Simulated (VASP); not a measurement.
# C in VASP: notebook

C is run at these levels: PBE+D3(BJ); tasks: single point, relaxation of the atoms.

All numbers are computed with VASP 6.6.1; they aren't measurements. Logs are shortened: lines on timing, memory, paths and dates and some standing lists are left out, and cuts for length are marked.

### Step 1. The cell of the first run

The cell holds a slab with vacuum, 4 atoms: a = 2.470 Å, b = 2.470 Å, c = 23.429 Å, α = 90.00°, β = 90.00°, γ = 120.00°.

### Step 2. Single point, PBE+D3(BJ)

Contents of INCAR:

```
SYSTEM = C
  PREC = Accurate
  ENCUT = 520
  EDIFF = 1E-6
  ISMEAR = 0
  SIGMA = 0.05
  LREAL = .FALSE.
  LASPH = .TRUE.
  NELM = 100
  ALGO = Normal
  ISIF = 2
  LWAVE = .FALSE.
  LCHARG = .FALSE.
  LDIPOL = .TRUE.
  IDIPOL = 3
  DIPOL = 0.5 0.5 0.500
  GGA = PE
  IVDW = 12
  NBANDS = 16
```

Contents of KPOINTS:

```
regular mesh
0
G
  12 12 1
  0 0 0
```

Contents of POSCAR:

```
C
1.0
    2.4699988119      0.0000000029      0.0000000000
   -1.2349994084      2.1390817169      0.0000000000
    0.0000000000      0.0000000000     23.4289500056
C
4
Direct
    0.0000000000      0.0000000000      0.4271941466
    0.6666666667      0.3333333333      0.4271550981
    0.0000000000      0.0000000000      0.5728122815
    0.3333333333      0.6666666667      0.5728384738
```

Potentials or basis: VASP PAW PBE potentials, release 64 (C).

On the command line:

```sh
$ cat potpaw_PBE.64/C/POTCAR > POTCAR
$ mpirun -np 1 vasp_std > vasp.out
```

OUTCAR:

```text
SYSTEM = C
   PREC = Accurate
   ENCUT = 520
   EDIFF = 1E-6
   ISMEAR = 0
   LREAL = .FALSE.
   LASPH = .TRUE.
   NELM = 100
   ISIF = 2
   GGA = PE
   IVDW = 12
 IVDW          = 12

 ion  position               nearest neighbor table
   1  0.000  0.000  0.427-   2 1.43   2 1.43   2 1.43
   2  0.667  0.333  0.427-   1 1.43   1 1.43   1 1.43
   3  0.000  0.000  0.573-   4 1.43   4 1.43   4 1.43
   4  0.333  0.667  0.573-   3 1.43   3 1.43   3 1.43

  LATTYP: Found a hexagonal cell.
 ALAT       =     2.4699988119
 C/A-ratio  =     9.4854094232

  Lattice vectors:

 A1 = (   2.4699988119,   0.0000000029,   0.0000000000)
 A2 = (  -1.2349994084,   2.1390817169,   0.0000000000)
 A3 = (   0.0000000000,   0.0000000000,  23.4289500056)

Analysis of symmetry for initial positions (statically):
=====================================================================
 Subroutine PRICEL returns:
 Original cell was already a primitive cell.

 Routine SETGRP: Setting up the symmetry group for a
 hexagonal supercell.

 Subroutine GETGRP returns: Found  6 space group operations
 (whereof  6 operations were pure point group operations)
 out of a pool of 24 trial point group operations.

The static configuration has the point symmetry C_3v.

Analysis of symmetry for dynamics (positions and initial velocities):
=====================================================================
 Subroutine PRICEL returns:
 Original cell was already a primitive cell.

 Routine SETGRP: Setting up the symmetry group for a
 hexagonal supercell.

 Subroutine GETGRP returns: Found  6 space group operations
 (whereof  6 operations were pure point group operations)
 out of a pool of 24 trial point group operations.

The dynamic configuration has the point symmetry C_3v.

 Subroutine INISYM returns: Found  6 space group operations
 (whereof  6 operations are pure point group operations),
 and found     1 'primitive' translations

----------------------------------------------------------------------------------------

                                     Primitive cell

  volume of cell :     123.7875

  direct lattice vectors                    reciprocal lattice vectors
     2.469998812  0.000000003  0.000000000     0.404858494  0.233745161  0.000000000
    -1.234999408  2.139081717  0.000000000    -0.000000001  0.467490321  0.000000000
[... 91 lines left out ...]
   POTIM  = 0.5000    time-step for ionic-motion
   TEBEG  =    0.0;   TEEND  =   0.0 temperature during run
   PSTRESS=    0.0 pullay stress
   NELECT =      16.0000    total number of electrons
   NUPDOWN=      -1.0000    fix difference up-down
   EMIN   =  10.00;   EMAX   =-10.00  energy-range for DOS
   EFERMI =   0.00;   METHOD = LEGACY
   ISMEAR =     0;   SIGMA  =   0.05  broadening in eV -4-tet -1-fermi 0-gaus
   EFERMI_NEDOS =   21; number of points for ismear=-14 and -15
   IALGO  =     38    algorithm
   IMIX   =      4    mixing-type and parameters
     AMIX     =   0.40;   BMIX     =  1.00
     AMIX_MAG =   1.60;   BMIX_MAG =  1.00
  volume/ion in A,a.u.               =      30.95       208.84
  Fermi-wavevector in a.u.,A,eV,Ry     =   0.827731  1.564185  9.321875  0.685138
  Thomas-Fermi vector in A             =   1.939985
   LORBIT       =      0    0 simple, 1 ext, 2 COOP (PROOUT), +10 PAW based schemes
   GGA     = PE    functional components
   LHFCALC =     F    Hartree Fock is set to
   AEXX    =    0.0000 exact exchange contribution
   IVDW    =    12    specifies the selected vdW correction
   LEPSILON=     F    determine dielectric tensor
   LRPA    =     F    only Hartree local field effects (RPA)
 non-spin polarized calculation
 Gauss-broadening in eV      SIGMA  =   0.05
  energy-cutoff  :      520.00
  volume of cell :      123.79
 maximum number of plane-waves:      3372
   NGX =  9   NGY =  9   NGZ = 87

 dipolmoment           0.000000      0.000000     -0.000002 electrons x Angstroem

 number of electron      15.9999995 magnetization

 dipolmoment           0.000000      0.000000      0.000001 electrons x Angstroem

 Free energy of the ion-electron system (eV)
  ---------------------------------------------------
  ext. energy  EPLUGINS =         0.00000000
  ---------------------------------------------------
  free energy    TOTEN  =       -36.87386034 eV

  energy without entropy =      -36.87307674  energy(sigma->0) =      -36.87346854

 E-fermi :  -1.7264     XC(G=0):  -3.3466

 val. band max:       -1.7264125466   @ k =   0.3333   0.3333   0.0000
 cond. band min:      -1.7264067253   @ k =   0.3333   0.3333   0.0000
 fundamental gap:      0.0000058213
 Fermi energy:        -1.7264096360

 k-point     1 :       0.0000    0.0000    0.0000
  band No.  band energies     occupation
      1     -21.2620      2.00000
      2     -21.1298      2.00000
      3      -9.7371      2.00000
      4      -8.8418      2.00000
      5      -4.7607      2.00000
      6      -4.7607      2.00000
[... 338 lines left out ...]
      3     -14.2961      2.00000
      4     -14.2568      2.00000
      5     -12.2337      2.00000
      6     -12.2337      2.00000
[... 8 lines left out ...]
     15      11.1876      0.00000
     16      11.9214      0.00000

------------------------ aborting loop because EDIFF is reached ----------------------------------------

 vacuum level on the upper side and lower side of the slab       (xc-potential included)        -0.222        -0.220

 Edisp (eV)   -0.47300

 E8    (eV) :    -0.1414

  FORCE on cell =-STRESS in cart. coord.  units (eV):
  Direction    XX          YY          ZZ          XY          YZ          ZX
  --------------------------------------------------------------------------------------
  -------------------------------------------------------------------------------------
  Total      -0.36757    -0.36757    -0.05001    -0.00000     0.00000     0.00000
  in kB      -4.75740    -4.75740    -0.64724    -0.00000     0.00000     0.00000
  external pressure =       -3.39 kB  Pullay stress =        0.00 kB

 VOLUME and BASIS-vectors are now :
 -----------------------------------------------------------------------------
  energy-cutoff  :      520.00
  volume of cell :      123.79
      direct lattice vectors                 reciprocal lattice vectors
     2.469998812  0.000000003  0.000000000     0.404858494  0.233745161  0.000000000
    -1.234999408  2.139081717  0.000000000    -0.000000001  0.467490321  0.000000000
     0.000000000  0.000000000 23.428950006     0.000000000  0.000000000  0.042682237

 POSITION                                       TOTAL-FORCE (eV/Angst)
 -----------------------------------------------------------------------------------
      0.00000      0.00000     10.00871        -0.000000     -0.000000      0.000349
      1.23500      0.71303     10.00780         0.000000      0.000000      0.007586
      0.00000      0.00000     13.42039        -0.000000      0.000000     -0.005385
     -0.00000      1.42605     13.42100         0.000000      0.000000     -0.002550
 -----------------------------------------------------------------------------------
    total drift:                                0.000000     -0.000000      0.000019

  FREE ENERGIE OF THE ION-ELECTRON SYSTEM (eV)
  ---------------------------------------------------
  free  energy   TOTEN  =       -37.3468638714 eV

  energy  without entropy=      -37.3460802748  energy(sigma->0) =      -37.34647207

 vacuum level on the upper side and lower side of the slab         2.354         2.354
```

OSZICAR:

```text
N       E                     dE             d eps       ncg     rms          rms(c)
DAV:   1     0.106974771639E+03    0.10697E+03   -0.61804E+03   608   0.769E+02
DAV:   2    -0.270619287941E+02   -0.13404E+03   -0.12002E+03   960   0.182E+02
DAV:   3    -0.390415829648E+02   -0.11980E+02   -0.11849E+02   816   0.597E+01
[... 13 lines left out ...]
DAV:  17    -0.368738373610E+02   -0.75277E-04   -0.30106E-06   720   0.620E-03    0.277E-03
DAV:  18    -0.368738554618E+02   -0.18101E-04   -0.98974E-07   632   0.411E-03    0.112E-03
DAV:  19    -0.368738582430E+02   -0.27812E-05   -0.68870E-08   512   0.118E-03    0.922E-04
DAV:  20    -0.368738597413E+02   -0.14984E-05   -0.38632E-08   584   0.109E-03    0.353E-04
DAV:  21    -0.368738603404E+02   -0.59907E-06   -0.10930E-08   576   0.471E-04
   1 F= -.37346864E+02 E0= -.37346472E+02  d E =-.783597E-03
```

stdout:

```text
POSCAR found type information on POSCAR C
 POSCAR found :  1 types and       4 ions
 scaLAPACK will be used
 LDA part: xc-table for (Slater+PW92), standard interpolation
 POSCAR, INCAR and KPOINTS ok, starting setup
 FFT: planning ... GRIDC
 FFT: planning ... GRID_SOFT
 FFT: planning ... GRID
 WAVECAR not read
 entering main loop
```

It took 78 s on 1 thread of AMD EPYC 7R13, shared host; peak memory 0.2 GiB.

Results:

```yaml
Free_energy: -37.3469 eV
Largest_force: 0.008 eV/Å
Band_gap_on_the_k_mesh: zero (filled and empty bands touch)
Dispersion_energy_per_atom: -0.118 eV
```

Forces in eV/Å, atoms in the order of the input:
```
C    0.000  0.000  0.000
C    0.000  0.000  0.008
C    0.000  0.000 -0.005
C    0.000  0.000 -0.003
```

Levels at points of the mesh, in eV from the Fermi level:
```
           k point  band 5  band 6  band 7  band 8  band 9  band 10  band 11  band 12
(0.00, 0.00, 0.00)   -3.03   -3.03   -3.03   -3.03    3.44     3.82     4.38     5.19
(0.50, 0.00, 0.00)   -6.40   -6.38   -2.52   -2.20    1.55     1.87     7.24     7.42
```

### Step 3. Relaxation of the atoms, PBE+D3(BJ)

Contents of INCAR:

```
SYSTEM = C
PREC = Accurate
ENCUT = 520
EDIFF = 1E-7
ISMEAR = 0
SIGMA = 0.05
LREAL = .False.
LASPH = .True.
NELM = 100
ALGO = Normal
ISIF = 2
LWAVE = .False.
LCHARG = .False.
LDIPOL = .True.
IDIPOL = 3
DIPOL = 0.5 0.5 0.500
GGA = PE
IVDW = 12
IBRION = 2
NSW = 60
EDIFFG = -0.04
```

Contents of KPOINTS:

```
Automatic mesh
0
Gamma
  12 12 1
  0 0 0
```

Contents of POSCAR:

```
C
1.0
    2.4699988100      0.0000000000      0.0000000000
   -1.2349994100      2.1390817200      0.0000000000
    0.0000000000      0.0000000000     23.4289500056
C
4
Direct
    0.0000000000      0.0000000000      0.4268223714
    0.6666666700      0.3333333300      0.4282714376
    0.0000000000      0.0000000000      0.5717285624
    0.3333333300      0.6666666700      0.5731776286
```

Potentials or basis: VASP PAW PBE potentials, release 64 (C).

On the command line:

```sh
$ cat potpaw_PBE.64/C/POTCAR > POTCAR
$ mpirun -np 1 vasp_std > vasp.out
```

It took 2 min on 1 thread of AMD EPYC 7R13, shared host; peak memory 0.21 GiB.

Results (log left out):

- Free energy: -37.3470 eV
- Energy gained by relaxing: 4.8 meV/atom
- Ionic steps: 3
- Band gap on the k mesh: zero (filled and empty bands touch)
- Dispersion energy per atom: -0.119 eV

Step by step:
| step | energy change (eV) | largest force (eV/Å) | pressure (GPa) |
| --- | --- | --- | --- |
| 1 | 0.0000 | 0.5810 | -0.35 |
| 2 | -0.0120 | 0.3564 | -0.34 |
| 3 | -0.0193 | 0.0016 | -0.33 |

Final structure:
```cif
data_structure
_symmetry_space_group_name_H-M 'P 1'
_symmetry_Int_Tables_number 1
_cell_length_a 2.4700
_cell_length_b 2.4700
_cell_length_c 23.4290
_cell_angle_alpha 90.000
_cell_angle_beta 90.000
_cell_angle_gamma 120.000
_cell_volume 123.79
loop_
_atom_site_label
_atom_site_type_symbol
_atom_site_fract_x
_atom_site_fract_y
_atom_site_fract_z
_atom_site_occupancy
C1 C 0.00000 0.00000 0.42756 1
C2 C 0.66667 0.33333 0.42753 1
C3 C 0.00000 0.00000 0.57244 1
C4 C 0.33333 0.66667 0.57247 1
```

Levels at points of the mesh, in eV from the Fermi level:
```
           k point  band 4  band 5  band 6  band 7  band 8  band 9  band 10  band 11  band 12
(0.00, 0.00, 0.00)   -7.10   -3.03   -3.03   -3.03   -3.03    3.44     3.81     4.47     5.19
(0.50, 0.00, 0.00)  -13.17   -6.40   -6.38   -2.53   -2.19    1.54     1.87     7.24     7.42
```
